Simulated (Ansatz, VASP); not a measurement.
# SiO2 in VASP and in Ansatz

```
Si O
1.0
     4.44851    0.00000    0.00000
     0.00000    4.44851    0.00000
     0.00000    0.00000    2.99229
Si O
2 4
Direct
  0.50000 0.50000 0.50000
  0.00000 0.00000 0.00000
  0.19406 0.80594 0.50000
  0.80594 0.19406 0.50000
  0.30594 0.30594 0.00000
  0.69406 0.69406 0.00000
```

Alike in both runs: task relaxation of cell and atoms; functional r2SCAN; k mesh 4 × 4 × 6; occupations gaussian, width 0.1 eV; no spin polarisation.

```csv
,VASP,Ansatz
version,VASP 6.6.1,Ansatz 0.2.0
potentials or method,"VASP PAW PBE potentials, release 64 (Si, O), cutoff 600 eV","scalar-relativistic, plane waves, PAW"
valence electrons in the cell,32,32
```

|  | VASP | Ansatz | Ansatz less VASP |
| --- | --- | --- | --- |
| gap on the k mesh at the Fermi level, each at its own relaxed structure (eV) | 6.51 | 6.53 | +0.017 |
| relaxed volume (Å³/atom) | 7.78 | 7.79 | +0.008 |
| relaxed cell length with the largest relative difference (Å) | 2.674 | 2.668 | -0.0058 |

VASP's potentials were made for PBE, not for r2SCAN.

Noted on VASP's run: the volume moved by over 15 % at a fixed basis, so the end points are rough.
